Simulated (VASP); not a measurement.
Crystal: B3As.

```xyz
4
Lattice="3.4177 0.0000 0.0000 0.0000 3.4177 0.0000 0.0000 0.0000 3.2835" Properties=species:S:1:pos:R:3 pbc="T T T"
B     0.0000    1.7089    1.6418
B     1.7089    0.0000    1.6418
B     1.7089    1.7089    0.0000
As    0.0000    0.0000    0.0000
```

The cell was generated, and may not be a known phase.

| Property | Result |
| --- | --- |
| Program | VASP 6.6.1 |
| Task | relaxation of cell and atoms |
| Functional | PBE |
| Potentials or basis | VASP PAW PBE potentials, release 64 (B, As) |
| Cutoff | 600 eV |
| k mesh | 6 × 6 × 6 |
| Occupations | gaussian, width 0.1 eV |
| Spin | no spin polarisation |

At the start: pressure 0.9 GPa; volume 9.59 Å³/atom.

Where does the relaxation end?

Over 14 steps the energy falls by 59.8 meV/atom and the volume is 9.72 Å³/atom (+1.4 %); space group P4/mmm (No. 123, to 0.1 Å) before and after.

The path:
| step | energy change (eV) | largest force (eV/Å) | pressure (GPa) | volume (Å³) |
| --- | --- | --- | --- | --- |
| 1 | 0.0000 | 0.0000 | 0.87 | 38.35 |
| 2 | -0.0133 | 0.0000 | 0.44 | 38.64 |
| 3 | -0.0150 | 0.0000 | 0.42 | 38.73 |
| 4 | -0.0245 | 0.0000 | 0.43 | 38.90 |
| 5 | -0.0620 | 0.0000 | -0.45 | 39.22 |
| 6 | -0.1792 | 0.0000 | -3.11 | 39.85 |
| 7 | -0.1546 | 0.0000 | -6.39 | 40.93 |
| 8 | -0.2128 | 0.0000 | -4.97 | 40.43 |
| 9 | -0.2146 | 0.0000 | -4.14 | 40.18 |
| 10 | -0.2176 | 0.0000 | -4.51 | 40.28 |
| 11 | -0.2238 | 0.0000 | -3.71 | 39.99 |
| 12 | -0.2239 | 0.0000 | -3.61 | 39.96 |
| 13 | -0.2324 | 0.0000 | -2.41 | 39.57 |
| 14 | -0.2392 | 0.0000 | -0.18 | 38.88 |

Final structure:
```xyz
4
Lattice="3.6100 0.0000 0.0000 0.0000 3.6100 0.0000 0.0000 0.0000 2.9836" Properties=species:S:1:pos:R:3 pbc="T T T"
B     0.0000    1.8050    1.4918
B     1.8050    0.0000    1.4918
B     1.8050    1.8050    0.0000
As    0.0000    0.0000    0.0000
```
